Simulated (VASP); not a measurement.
SiO2, 24 atoms in the cell. It takes space group I4/mmm (No. 139, tetragonal). Conventional cell: a = 12.994 Å, b = 12.994 Å, c = 5.233 Å, α = 90.00°, β = 90.00°, γ = 90.00°. Si (site symmetry m) has 4 O at 1.60 to 1.61 Å within 2.1 Å. O (site symmetry 2) has 2 Si at 1.61 Å within 2.1 Å. Within 2.1 Å of O (site symmetry m2m) lie 2 Si at 1.60 Å. O (site symmetry m2m) has 2 Si at 1.61 Å within 2.1 Å. 

| Quantity | Value |
| --- | --- |
| Program | VASP 6.6.1 |
| Task | single point |
| Functional | LDA |
| Potentials or basis | VASP PAW LDA potentials, release 64 (Si, O) |
| Cutoff | 520 eV |
| k mesh | 6 × 6 × 6 |
| Occupations | gaussian, width 0.02 eV |
| Spin | no spin polarisation |
| Dipole correction | no |
| Further INCAR settings | LREAL = Auto; ALGO = Normal; EDIFF = 1e-06; NBANDS = 82 |

Potentials or basis: VASP PAW LDA potentials, release 64 (Si, O).

Run with:

```sh
$ cat potpaw_LDA.64/Si/POTCAR potpaw_LDA.64/O/POTCAR > POTCAR
$ mpirun -np 1 vasp_std > vasp.out
```

Hardware: 1 thread of Oxide Virtual Turin-like Processor (shared host).

**Question.** Estimate the wall time of this run.

**Answer.** It took 45 min on 1 thread of Oxide Virtual Turin-like Processor (shared host), peak memory 0.89 GiB. Counts: scf iterations 19, k points 30.
